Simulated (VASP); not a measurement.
# C (C2/m) in VASP: a series of runs

The runs below take C through single point, with r2SCAN.

Everything below comes from runs of VASP 6.6.1. Logs are shortened: lines on timing, memory, paths and dates and some standing lists are left out, and cuts for length are marked.

## (1) The cell of the first run

The typed cell holds 6 atoms: a = 2.456 Å, b = 2.456 Å, c = 10.455 Å, α = 90.04°, β = 90.04°, γ = 60.00°.

## (2) Single point, r2SCAN (the distance across one plane changed)

POSCAR

```
C
1.0
   -2.1268362731      1.2279462884      0.0110113261
   -2.1268362731     -1.2279462884      0.0110113261
    0.0622349062      0.0000000000     10.4551874686
C
6
Direct
    0.1666908345      0.1666908345      0.8453102068
    0.5000059441      0.5000059441      0.1690790767
    0.8333483893      0.8333483893      0.5071946417
    0.1666698353      0.1666698353      0.1690702999
    0.5000122805      0.5000122805      0.5071858650
    0.8333547257      0.8333547257      0.8453014301
```

INCAR.step1

```
SYSTEM = C
  PREC = Accurate
  ENCUT = 520
  ISMEAR = 0
  SIGMA = 0.05
  LREAL = .False.
  LASPH = .True.
  NELM = 100
  NBANDS = 21
  GGA = PE
  ALGO = Normal
  EDIFF = 1E-4
  LWAVE = .True.
  LCHARG = .False.
```

INCAR.step2

```
SYSTEM = C
  PREC = Accurate
  ENCUT = 520
  EDIFF = 1E-7
  ISMEAR = 0
  SIGMA = 0.05
  LREAL = .False.
  LASPH = .True.
  NELM = 100
  ALGO = Normal
  ISIF = 2
  LWAVE = .False.
  LCHARG = .False.
  METAGGA = R2SCAN
  LMIXTAU = .True.
  NBANDS = 21
  ISTART = 1
```

KPOINTS

```
Automatic mesh
0
Gamma
  12 12 3
  0 0 0
```

Potentials or basis: VASP PAW PBE potentials, release 64 (C).

Started as:

```sh
$ cat potpaw_PBE.64/C/POTCAR > POTCAR
$ cp INCAR.step1 INCAR
$ mpirun -np 1 vasp_std > vasp.out
$ cp INCAR.step2 INCAR
$ mpirun -np 1 vasp_std > vasp.out
```

OUTCAR:

```text
SYSTEM = C
   PREC = Accurate
   ENCUT = 520
   EDIFF = 1E-7
   ISMEAR = 0
   LREAL = .False.
   LASPH = .True.
   NELM = 100
   ISIF = 2
   METAGGA = R2SCAN
   ISTART = 1

 ion  position               nearest neighbor table
   1  0.167  0.167  0.845-   6 1.42   6 1.42   6 1.42
   2  0.500  0.500  0.169-   4 1.42   4 1.42   4 1.42
   3  0.833  0.833  0.507-   5 1.42   5 1.42   5 1.42
   4  0.167  0.167  0.169-   2 1.42   2 1.42   2 1.42
   5  0.500  0.500  0.507-   3 1.42   3 1.42   3 1.42
   6  0.833  0.833  0.845-   1 1.42   1 1.42   1 1.42

  LATTYP: Found a base centered monoclinic cell.
 ALAT       =     4.2537295550
 B/A-ratio  =     0.5773504274
 C/A-ratio  =     2.4579307545
 COS(beta)  =    -0.0007751878

  Lattice vectors:

 A1 = (  -2.1268362731,   1.2279462884,   0.0110113261)
 A2 = (  -2.1268362731,  -1.2279462884,   0.0110113261)
 A3 = (   0.0622349062,   0.0000000000,  10.4551874686)

Analysis of symmetry for initial positions (statically):
=====================================================================
 Subroutine PRICEL returns:
 Original cell was already a primitive cell.

 Routine SETGRP: Setting up the symmetry group for a
 base centered monoclinic supercell.

 Subroutine GETGRP returns: Found  4 space group operations
 (whereof  2 operations were pure point group operations)
 out of a pool of  4 trial point group operations.

The static configuration has the point symmetry C_1h.
 The point group associated with its full space group is C_2h.

Analysis of symmetry for dynamics (positions and initial velocities):
=====================================================================
 Subroutine PRICEL returns:
 Original cell was already a primitive cell.

 Routine SETGRP: Setting up the symmetry group for a
 base centered monoclinic supercell.

 Subroutine GETGRP returns: Found  4 space group operations
 (whereof  2 operations were pure point group operations)
 out of a pool of  4 trial point group operations.

The dynamic configuration has the point symmetry C_1h.
 The point group associated with its full space group is C_2h.

 Subroutine INISYM returns: Found  4 space group operations
 (whereof  2 operations are pure point group operations),
 and found     1 'primitive' translations

----------------------------------------------------------------------------------------

                                     Primitive cell

  volume of cell :      54.6121

  direct lattice vectors                    reciprocal lattice vectors
    -2.126836273  1.227946288  0.011011326    -0.235083724  0.407183934  0.001399345
    -2.126836273 -1.227946288  0.011011326    -0.235083724 -0.407183934  0.001399345
     0.062234906  0.000000000 10.455187469     0.000495177  0.000000000  0.095643353

  length of vectors
     2.455892072  2.455892072 10.455372695     0.470175575  0.470175575  0.095644635

  position of ions in fractional coordinates (direct lattice)
     0.166690835  0.166690835  0.845310207
     0.500005944  0.500005944  0.169079077
     0.833348389  0.833348389  0.507194642
     0.166669835  0.166669835  0.169070300
     0.500012281  0.500012281  0.507185865
     0.833354726  0.833354726  0.845301430

  ion indices of the primitive-cell ions
   primitive index   ion index
                 1           1
                 2           2
                 3           3
                 4           4
                 5           5
                 6           6

----------------------------------------------------------------------------------------

 KPOINTS: Automatic mesh

Automatic generation of k-mesh.
 Grid dimensions read from file:
 generate k-points for:   12   12    3

 Generating k-lattice:

  Cartesian coordinates                     Fractional coordinates (reciprocal lattice)
    -0.019590310  0.033931994  0.000116612     0.083333333  0.000000000  0.000000000
    -0.019590310 -0.033931994  0.000116612     0.000000000  0.083333333  0.000000000
     0.000165059  0.000000000  0.031881118    -0.000000000 -0.000000000  0.333333333

  Length of vectors
     0.039181298  0.039181298  0.031881545

  Shift w.r.t. Gamma in fractional coordinates (k-lattice)
     0.000000000  0.000000000  0.000000000

 Subroutine IBZKPT returns following result:
 ===========================================

 Found    121 irreducible k-points:

 Following reciprocal coordinates:
            Coordinates               Weight
  0.000000  0.000000  0.000000      1.000000
  0.083333  0.000000  0.000000      4.000000
  0.166667  0.000000  0.000000      4.000000
  0.250000  0.000000  0.000000      4.000000
  0.333333  0.000000  0.000000      4.000000
  0.416667  0.000000  0.000000      4.000000
[... 16 lines left out ...]
  0.500000  0.166667  0.000000      4.000000
 -0.416667  0.166667 -0.000000      4.000000
 [... further k-points ...]
   k-points           NKPTS =    121   k-points in BZ     NKDIM =    121   number of bands    NBANDS=     21
   number of dos      NEDOS =    301   number of ions     NIONS =      6
   total plane-waves  NPLWV =  25920
   dimension x,y,z NGX =    18 NGY =   18 NGZ =   80
   dimension x,y,z NGXF=    36 NGYF=   36 NGZF=  160
   ions per type =               6
   NGX,Y,Z   is equivalent  to a cutoff of  12.18, 12.18, 12.72 a.u.
   NGXF,Y,Z  is equivalent  to a cutoff of  24.37, 24.37, 25.44 a.u.
 SYSTEM =  C
   PREC   = accura    normal or accurate (medium, high low for compatibility)
   ISTART =      1    job   : 0-new  1-cont  2-samecut
   ICHARG =      0    charge: 1-file 2-atom 10-const
   ISPIN  =      1    spin polarized calculation?
   LNONCOLLINEAR =      F non collinear calculations
   LSORBIT =      F    spin-orbit coupling
   LASPH  =      T    aspherical Exc in radial PAW
   ENCUT  =  520.0 eV  38.22 Ry    6.18 a.u.   4.57  4.57 19.44*2*pi/ulx,y,z
   NELM   =    100;   NELMIN=  2; NELMDL=  0     # of ELM steps
   EDIFF  = 0.1E-06   stopping-criterion for ELM
   LREAL  =      F    real-space projection
   EDIFFG = 0.1E-05   stopping-criterion for IOM
   NSW    =      0    number of steps for IOM
   IBRION =     -1    ionic relax: 0-MD 1-quasi-New 2-CG
   NFREE  =      0    steps in history (QN), initial steepest desc. (CG)
   ISIF   =      2    stress and relaxation
   ISYM   =      2    0-nonsym 1-usesym 2-fastsym
   POTIM  = 0.5000    time-step for ionic-motion
   TEBEG  =    0.0;   TEEND  =   0.0 temperature during run
   PSTRESS=    0.0 pullay stress
   NELECT =      24.0000    total number of electrons
   NUPDOWN=      -1.0000    fix difference up-down
   EMIN   =  10.00;   EMAX   =-10.00  energy-range for DOS
   EFERMI =   0.00;   METHOD = LEGACY
   ISMEAR =     0;   SIGMA  =   0.05  broadening in eV -4-tet -1-fermi 0-gaus
   EFERMI_NEDOS =   21; number of points for ismear=-14 and -15
   IALGO  =     38    algorithm
   IMIX   =      4    mixing-type and parameters
     AMIX     =   0.40;   BMIX     =  1.00
     AMIX_MAG =   1.60;   BMIX_MAG =  1.00
  volume/ion in A,a.u.               =       9.10        61.42
  Fermi-wavevector in a.u.,A,eV,Ry     =   1.244655  2.352057 21.077688  1.549166
  Thomas-Fermi vector in A             =   2.378912
   LORBIT       =      0    0 simple, 1 ext, 2 COOP (PROOUT), +10 PAW based schemes
   METAGGA = R2SCAN    functional components
   LHFCALC =     F    Hartree Fock is set to
   AEXX    =    0.0000 exact exchange contribution
   IVDW    =     0    specifies the selected vdW correction
   LEPSILON=     F    determine dielectric tensor
   LRPA    =     F    only Hartree local field effects (RPA)
 non-spin polarized calculation
 Gauss-broadening in eV      SIGMA  =   0.05
  energy-cutoff  :      520.00
  volume of cell :       54.61
 maximum number of plane-waves:      1494
   NGX =  9   NGY =  9   NGZ = 39

 number of electron      23.9999993 magnetization

 Free energy of the ion-electron system (eV)
  ---------------------------------------------------
  ext. energy  EPLUGINS =         0.00000000
  ---------------------------------------------------
  free energy    TOTEN  =       -59.62094993 eV

  energy without entropy =      -59.62094993  energy(sigma->0) =      -59.62094993

 E-fermi :   4.3873     XC(G=0): -10.8710

 val. band max:        4.1131407324   @ k =  -0.3333   0.3333   0.0000
 cond. band min:       4.6156293694   @ k =  -0.3333   0.3333   0.0000
 fundamental gap:      0.5024886370
 Fermi energy:         4.3873469438

 k-point     1 :       0.0000    0.0000    0.0000
  band No.  band energies     occupation
      1     -16.5897      2.00000
      2     -16.4379      2.00000
      3     -16.4103      2.00000
      4      -4.2343      2.00000
      5      -4.1158      2.00000
      6      -2.8734      2.00000
[... 13 lines left out ...]
     20      13.1168      0.00000
     21      13.1170      0.00000

 k-point     2 :       0.0833    0.0000    0.0000
  band No.  band energies     occupation
      1     -16.4141      2.00000
      2     -16.2639      2.00000
      3     -16.2365      2.00000
      4      -4.0238      2.00000
      5      -3.9058      2.00000
      6      -2.6713      2.00000
[... 13 lines left out ...]
     20      13.8379      0.00000
     21      13.8630      0.00000

 k-point     3 :       0.1667    0.0000    0.0000
  band No.  band energies     occupation
      1     -15.8892      2.00000
      2     -15.7436      2.00000
      3     -15.7168      2.00000
      4      -3.3971      2.00000
      5      -3.2804      2.00000
      6      -2.0718      2.00000
[... 13 lines left out ...]
     20      14.5759      0.00000
     21      14.7238      0.00000

 k-point     4 :       0.2500    0.0000    0.0000
  band No.  band energies     occupation
      1     -15.0214      2.00000
      2     -14.8833      2.00000
      3     -14.8577      2.00000
      4      -3.6051      2.00000
      5      -3.5561      2.00000
      6      -3.5443      2.00000
[... 13 lines left out ...]
     20      14.0827      0.00000
     21      14.4502      0.00000

 k-point     5 :       0.3333    0.0000    0.0000
  band No.  band energies     occupation
      1     -13.8245      2.00000
      2     -13.6967      2.00000
      3     -13.6727      2.00000
      4      -5.9725      2.00000
      5      -5.9059      2.00000
      6      -5.8915      2.00000
[... 13 lines left out ...]
     20      15.2949      0.00000
     21      15.6477      0.00000

 k-point     6 :       0.4167    0.0000    0.0000
  band No.  band energies     occupation
      1     -12.3348      2.00000
      2     -12.2214      2.00000
      3     -12.1995      2.00000
      4      -8.2173      2.00000
      5      -8.1361      2.00000
      6      -8.1196      2.00000
[... 13 lines left out ...]
     20      16.7762      0.00000
     21      17.0767      0.00000

 k-point     7 :       0.5000    0.0000    0.0000
  band No.  band energies     occupation
      1     -10.9786      2.00000
      2     -10.9686      2.00000
      3     -10.9082      2.00000
      4      -9.7363      2.00000
      5      -9.7293      2.00000
      6      -9.6877      2.00000
[... 13 lines left out ...]
     20      15.9472      0.00000
     21      17.9808      0.00000
[... 291 lines left out ...]
      1     -15.3675      2.00000
      2     -15.2263      2.00000
      3     -15.2003      2.00000
      4      -2.7780      2.00000
      5      -2.6630      2.00000
      6      -2.5323      2.00000
[... 13 lines left out ...]
     20      13.8754      0.00000
     21      14.1410      0.00000

 k-point    21 :       0.3333    0.1667    0.0000
  band No.  band energies     occupation
      1     -14.5061      2.00000
      2     -14.3724      2.00000
      3     -14.3474      2.00000
      4      -3.9560      2.00000
      5      -3.9516      2.00000
      6      -3.9227      2.00000
[... 13 lines left out ...]
     20      15.0970      0.00000
     21      15.1664      0.00000

 k-point    22 :       0.4167    0.1667    0.0000
  band No.  band energies     occupation
      1     -13.3210      2.00000
      2     -13.1975      2.00000
      3     -13.1742      2.00000
      4      -5.8280      2.00000
      5      -5.7802      2.00000
      6      -5.7632      2.00000
[... 13 lines left out ...]
     20      15.5329      0.00000
     21      15.8141      0.00000

 k-point    23 :       0.5000    0.1667    0.0000
  band No.  band energies     occupation
      1     -11.8521      2.00000
      2     -11.7432      2.00000
      3     -11.7220      2.00000
      4      -7.8735      2.00000
      5      -7.8011      2.00000
      6      -7.7851      2.00000
[... 13 lines left out ...]
     20      16.2929      0.00000
     21      16.5049      0.00000

 k-point    24 :      -0.4167    0.1667   -0.0000
  band No.  band energies     occupation
      1     -10.5229      2.00000
      2     -10.5132      2.00000
      3     -10.4555      2.00000
      4      -9.3249      2.00000
      5      -9.3189      2.00000
      6      -9.2830      2.00000
[... 13 lines left out ...]
     20      16.3968      0.00000
     21      16.6837      0.00000

 [... further k-points ...]

------------------------ aborting loop because EDIFF is reached ----------------------------------------

  FORCE on cell =-STRESS in cart. coord.  units (eV):
  Direction    XX          YY          ZZ          XY          YZ          ZX
  --------------------------------------------------------------------------------------
  -------------------------------------------------------------------------------------
  Total        0.3630178      0.3629491      0.0153821      0.0000000      0.0000000     -0.0027998
  in kB       10.6500075     10.6479910      0.4512714      0.0000000      0.0000000     -0.0821376
  external PRESSURE =       7.2497566 kB  Pullay stress =       0.0000000 kB

 VOLUME and BASIS-vectors are now :
 -----------------------------------------------------------------------------
  energy-cutoff  :      520.00
  volume of cell :       54.61
      direct lattice vectors                 reciprocal lattice vectors
    -2.126836273  1.227946288  0.011011326    -0.235083724  0.407183934  0.001399345
    -2.126836273 -1.227946288  0.011011326    -0.235083724 -0.407183934  0.001399345
     0.062234906  0.000000000 10.455187469     0.000495177  0.000000000  0.095643353

 POSITION                                       TOTAL-FORCE (eV/Angst)
 -----------------------------------------------------------------------------------
     -0.65644      0.00000      8.84155         0.000634      0.000000     -0.005543
     -2.11634      0.00000      1.77876         0.000801      0.000000      0.033730
     -3.51323      0.00000      5.32117         0.000716      0.000000      0.011526
     -0.69844      0.00000      1.77133        -0.000634      0.000000      0.005543
     -2.09532      0.00000      5.31373        -0.000716      0.000000     -0.011526
     -3.49221      0.00000      8.85614        -0.000801      0.000000     -0.033730
 -----------------------------------------------------------------------------------
    total drift:                                0.000000     -0.000000      0.000026

  FREE ENERGIE OF THE ION-ELECTRON SYSTEM (eV)
  ---------------------------------------------------
  free  energy   TOTEN  =       -59.6209499276 eV

  energy  without entropy=      -59.6209499276  energy(sigma->0) =      -59.62094993
```

It took 4.2 min on 1 thread of AMD EPYC 9R45 (Zen 5), shared host; peak memory 0.19 GiB.

What came out:

| Item | Value |
| --- | --- |
| Free energy | -59.6209 eV |
| Pressure | 0.7 GPa |
| Largest force | 0.034 eV/Å |

Forces on the atoms (eV/Å):
```
C    0.001  0.000 -0.006
C    0.001  0.000  0.034
C    0.001  0.000  0.012
C   -0.001  0.000  0.006
C   -0.001  0.000 -0.012
C   -0.001  0.000 -0.034
```

Caveat: the cell differs from its parent crystal (the distance across one plane changed); the PAW data sets were made with another functional, which shifts forces and pressure a little.

## (3) Single point, r2SCAN (the distance across one plane changed)

POSCAR

```
C
1.0
   -2.1268362731      1.2279462884      0.0110113261
   -2.1268362731     -1.2279462884      0.0110113261
    0.0643058091      0.0000000000     10.8551821078
C
6
Direct
    0.1666314863      0.1666314863      0.8141621117
    0.4999940733      0.4999940733      0.1628488299
    0.8333127798      0.8333127798      0.4885054708
    0.1666579651      0.1666579651      0.1628403766
    0.4999766716      0.4999766716      0.4884970175
    0.8332953780      0.8332953780      0.8141536584
```

INCAR.step1

```
PREC = Accurate
ENCUT = 520
ISMEAR = 0
SIGMA = 0.05
LREAL = F
LASPH = T
NELM = 60
NBANDS = 21
GGA = PE
ALGO = Normal
EDIFF = 1E-4
LWAVE = T
LCHARG = F
```

INCAR.step2

```
PREC = Accurate
ENCUT = 520
EDIFF = 1E-6
ISMEAR = 0
SIGMA = 0.05
LREAL = F
LASPH = T
NELM = 60
ALGO = Normal
ISIF = 2
LWAVE = F
LCHARG = F
METAGGA = R2SCAN
LMIXTAU = T
NBANDS = 21
ISTART = 1
```

KPOINTS

```
regular mesh
0
Gamma
  12 12 3
```

Potentials or basis: VASP PAW PBE potentials, release 64 (C).

Started as:

```sh
$ cat potpaw_PBE.64/C/POTCAR > POTCAR
$ cp INCAR.step1 INCAR
$ mpirun -np 1 vasp_std > vasp.out
$ cp INCAR.step2 INCAR
$ mpirun -np 1 vasp_std > vasp.out
```

Run time: 4.5 min. Hardware: 1 thread of AMD EPYC 9R45 (Zen 5), shared host; peak memory 0.2 GiB.

The run converged. Its results:

```
Free energy   : -59.6166 eV
Pressure      : 0.5 GPa
Largest force : 0.021 eV/Å
```

Forces in eV/Å, atoms in the order of the input:
```
C    0.001  0.000  0.021
C    0.001  0.000 -0.003
C    0.001  0.000  0.011
C   -0.001  0.000 -0.021
C   -0.001  0.000 -0.011
C   -0.001  0.000  0.003
```

Stress tensor (GPa, compression positive):
```
 1.11  0.00 -0.01
 0.00  1.11  0.00
-0.01  0.00 -0.63
```

Caveat: the cell differs from its parent crystal (the distance across one plane changed); the PAW data sets were made with another functional, which shifts forces and pressure a little.
